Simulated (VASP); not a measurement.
Set up this calculation in VASP 6.6.1, as the native input.

- Task: single point
- Functional: PBEsol
- Potentials or basis: VASP PAW PBE potentials, release 64 (Ti_sv, Al)
- Cutoff: 520 eV
- k mesh: 10 × 10 × 10
- Occupations: gaussian, width 0.1 eV
- Spin: no spin polarisation
- Dipole correction: no
- Further INCAR settings: ALGO = Fast; EDIFF = 1e-07; NBANDS = 18

The structure of TiAl3 lies in POSCAR:

```
TiAl3
1.0
    3.9874398758      0.0000000000      0.0000000000
    0.0000000000      3.9874398758      0.0000000000
    0.0000000000      0.0000000000      3.9874398758
Ti Al
1 3
Direct
    0.0000000000      0.0000000000      0.0000000000
    0.5000000000      0.5000000000      0.0000000000
    0.5000000000      0.0000000000      0.5000000000
    0.0000000000      0.5000000000      0.5000000000
```

This cell differs from its parent crystal: volume scaled by 1.03.

The input as run:

INCAR

```
SYSTEM = TiAl3
ALGO = Fast
EDIFF = 1E-7
ENCUT = 520
GGA = PS
ISIF = 2
ISMEAR = 0
LASPH = .TRUE.
LCHARG = .FALSE.
LREAL = .FALSE.
LWAVE = .FALSE.
NBANDS = 18
NELM = 80
PREC = Accurate
SIGMA = 0.1
```

KPOINTS

```
k-points
0
G
  10 10 10
  0 0 0
```

Potentials or basis: VASP PAW PBE potentials, release 64 (Ti_sv, Al).

Run with:

```console
$ cat potpaw_PBE.64/Ti_sv/POTCAR potpaw_PBE.64/Al/POTCAR > POTCAR
$ mpirun -np 1 vasp_std > vasp.out
```

Results of the run:

```json
{
 "Pressure": "-3.0 GPa"
}
```

Caveat: the PAW data sets were made with another functional, which shifts forces and pressure a little.

It took 60 s on 1 thread of Intel(R) Xeon(R) 6975P-C (Granite Rapids), with other jobs on the host, peak memory 0.2 GiB.
